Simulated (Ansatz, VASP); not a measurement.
**MgO: VASP beside Ansatz**

File POSCAR:

```
MgO
1.0
   -0.6750667324      1.8564335140      1.8564335140
    1.8564335140     -0.6750667324      1.8564335140
    1.8564335140      1.8564335140     -0.6750667324
Mg O
1 1
Direct
    0.0000000000      0.0000000000      0.0000000000
    0.5000000000      0.5000000000      0.5000000000
```

Contents of INCAR.step1:

```
PREC = Accurate
ENCUT = 520
ISMEAR = 0
SIGMA = 0.05
LREAL = False
LASPH = True
NELM = 60
NBANDS = 11
GGA = PE
ALGO = Normal
EDIFF = 1E-4
LWAVE = True
LCHARG = False
```

The input INCAR.step2:

```
PREC = Accurate
ENCUT = 520
EDIFF = 1E-6
ISMEAR = 0
SIGMA = 0.05
LREAL = False
LASPH = True
NELM = 60
ALGO = Normal
ISIF = 2
LWAVE = False
LCHARG = False
METAGGA = R2SCAN
LMIXTAU = True
NBANDS = 11
ISTART = 1
```

Contents of KPOINTS:

```
regular mesh
0
Gamma
  10 10 10
```

Input for Ansatz:

```yaml
crystal:
  lattice:
    - [-0.6750667324, 1.856433514, 1.856433514]
    - [1.856433514, -0.6750667324, 1.856433514]
    - [1.856433514, 1.856433514, -0.6750667324]
  atoms:
    - { symbol: Mg, position: [0.0, 0.0, 0.0] }
    - { symbol: O, position: [0.5, 0.5, 0.5] }
basis:
  ecutwfc: 500
kpoints:
  mp_grid: { grid: [10, 10, 10] }
hamiltonian:
  xc: r2scan
scf:
  occupations: { method: gaussian, width: 0.05 }
output:
  forces: true
  stress: true
  eigenvalues: true
```

Alike in both runs: task single point; functional r2SCAN; k mesh 10 × 10 × 10; occupations gaussian, width 0.05 eV; no spin polarisation.

```csv
,VASP,Ansatz
version,VASP 6.6.1,Ansatz 0.2.0
potentials or method,"VASP PAW PBE potentials, release 64 (Mg, O), cutoff 520 eV","scalar-relativistic, plane waves, PAW"
valence electrons in the cell,8,16
```

|  | VASP | Ansatz | Ansatz less VASP |
| --- | --- | --- | --- |
| gap on the k mesh at the Fermi level (eV) | 3.12 | 3.16 | +0.037 |
| least direct gap on the mesh (eV) | 3.29 | 3.32 | +0.038 |
| pressure (GPa) | -9.8 | -8.8 | +1.02 |
| traceless stress, the component that is largest in VASP (GPa) | 9.68 | 9.58 | -0.109 |

VASP's potentials were made for PBE, not for r2SCAN. With one functional, cell and mesh, what is left measures potentials, basis and numerics. VASP's potentials hold 8 valence electrons a cell and Ansatz's 16, so a difference there can come from the potentials and not from the codes.
